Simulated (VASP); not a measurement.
# P: single point with LDA

The system is P.

```
P
1.0
     2.40746    0.00000    0.00000
     0.00000    2.40746    0.00000
     0.00000    0.00000    2.40746
P
1
Direct
  0.00000 0.00000 0.00000
```

| Quantity | Value |
| --- | --- |
| Program | VASP 6.6.1 |
| Task | single point |
| Functional | LDA |
| Potentials or basis | VASP PAW LDA potentials, release 64 (P) |
| Cutoff | 520 eV |
| k mesh | 12 × 12 × 12 |
| Occupations | fermi-dirac, width 0.1 eV |
| Spin | no spin polarisation |
| Dipole correction | no |
| Further INCAR settings | ALGO = Normal; EDIFF = 1e-07; NBANDS = 8 |

```
Pressure : -0.2 GPa
```

Levels at points of the mesh, in eV from the Fermi level:
```
           k point  band 1  band 2  band 3  band 4  band 5  band 6  band 7  band 8
(0.00, 0.00, 0.00)  -16.97    5.11    5.11    5.11    6.71    6.71   14.49   24.85
(0.50, 0.00, 0.00)  -12.43   -9.11    8.07    8.07    9.37   14.45   14.45   16.82
(0.50, 0.50, 0.00)   -7.49   -5.54   -5.54    0.60   10.81   17.09   17.09   17.52
(0.50, 0.50, 0.50)   -2.30   -2.30   -2.30   -1.29    4.46    4.46    4.46   10.73
```

Run time: 4.3 s on 1 thread of Intel(R) Xeon(R) Platinum 8488C (Sapphire Rapids), with other jobs on the host, peak memory 0.11 GiB.
